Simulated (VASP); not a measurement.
Input of a VASP 6.6.1 run:

The input INCAR:

```
  ALGO = Normal
  EDIFF = 1E-6
  ENCUT = 600
  GGA = PE
  GGA_COMPAT = F
  ISIF = 2
  ISMEAR = -1
  LASPH = T
  LCHARG = T
  LELF = T
  LREAL = F
  LVHAR = T
  LWAVE = F
  NBANDS = 16
  NELM = 120
  PREC = Accurate
  SIGMA = 0.02
```

KPOINTS

```
k-points
0
Gamma
  12 12 4
```

The input POSCAR:

```
C
1.0
    2.4553965697      0.0000000000      0.0000000000
   -1.2276982848      2.1264358058      0.0000000000
    0.0000000000      0.0000000000      6.6646632278
C
4
Direct
    0.0000000000      0.0000000000      0.7500000000
    0.0000000000      0.0000000000      0.2500000000
    0.3333333333      0.6666666667      0.7500000000
    0.6666666667      0.3333333333      0.2500000000
```

Potentials or basis: VASP PAW PBE potentials, release 64 (C).

Launch:

```bash
$ cat potpaw_PBE.64/C/POTCAR > POTCAR
$ mpirun -np 1 vasp_std > vasp.out
```

Q: Predict the band gap on the k mesh.

A: Zero (band 8 reaches 4.80 eV, above the bottom of band 9 at 4.78 eV).

Q: What does it give for the pressure?

A: 4.9 GPa.

Stress tensor (GPa, compression positive):
```
5.57 0.00 0.00
0.00 5.57 0.00
0.00 0.00 3.42
```

Caveat: this functional lacks dispersion, which binds the layers, so the pressure and a relaxed spacing across them are unreliable.
